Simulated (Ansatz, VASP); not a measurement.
**Two plane-wave programs on MgTlIr2**

```xyz
8
Lattice="0.0000 0.0000 5.8404 3.7540 -3.7540 2.9202 3.7540 3.7540 -2.9202" Properties=species:S:1:pos:R:3 pbc="T T T"
Tl    0.0000    0.0000    1.4601
Tl    0.0000    0.0000    4.3803
Ir    5.0056    1.2516    2.9202
Ir    2.5024    1.2516    0.0000
Ir    2.5024   -1.2516    2.9202
Ir    5.0056   -1.2516    5.8404
Mg    3.7540    0.0000    4.3803
Mg    3.7540    0.0000    1.4601
```

Alike in both runs: task single point; functional PBE; k mesh 7 × 7 × 7; occupations fermi-dirac, width 0.0323 eV; no spin polarisation.

|  | VASP | Ansatz |
| --- | --- | --- |
| version | VASP 6.6.1 | Ansatz 0.2.0 |
| potentials or method | VASP PAW PBE potentials, release 64 (Tl_d, Ir, Mg), cutoff 520 eV | PAW plane waves |
| valence electrons in the cell | 66 | 114 |

```csv
,VASP,Ansatz,Ansatz less VASP
pressure (GPa),3.2,3.2,-0.07
"traceless stress, the component that is largest in VASP (GPa)",10.39,10.30,-0.089
rms of the force components (eV/Å),2.087,2.085,-0.0022
```

Atom by atom the forces differ by 0.002 eV/Å (rms over components). VASP's potentials hold 66 valence electrons a cell and Ansatz's 114, so a difference there can come from the potentials and not from the codes.

Spin-orbit coupling is off throughout.
